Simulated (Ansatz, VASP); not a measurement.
## BN in VASP and in Ansatz

```xyz
4
Lattice="2.4982 0.0000 0.0000 -1.2491 2.1635 0.0000 0.0000 0.0000 6.6357" Properties=species:S:1:pos:R:3 pbc="T T T"
N     1.2491    0.7212    1.6589
N     0.0000    1.4424    4.9768
B     1.2491    0.7212    4.9768
B     0.0000    1.4424    1.6589
```

Alike in both runs: task relaxation of cell and atoms; functional RPBE; k mesh 12 × 12 × 4; occupations fermi-dirac, width 0.05 eV; no spin polarisation.

|  | VASP | Ansatz |
| --- | --- | --- |
| version | VASP 6.6.1 | Ansatz 0.2.0 |
| potentials or method | VASP PAW PBE potentials, release 64 (N, B) | Ansatz PAW |
| plane-wave cutoff (eV) | 600 | 420 |
| valence electrons in the cell | 16 | 16 |

|  | VASP | Ansatz | Ansatz less VASP |
| --- | --- | --- | --- |
| relaxed volume (Å³/atom) | 11.01 | 13.30 | +2.293 |
| relaxed cell length with the largest relative difference (Å) | 7.979 | 9.642 | +1.6631 |

VASP's potentials were made for PBE, not for RPBE. One of these differences is far larger than is usual between the two programs; its cause wasn't traced.

Noted on VASP's run: the volume moved by over 15 % at a fixed basis, so the end points are rough. Noted on Ansatz's run: the volume moved by over 15 % at a fixed basis, so the end points are rough; the plane-wave basis is chosen anew once the cell has moved, so the energies of steps on either side of that aren't comparable.
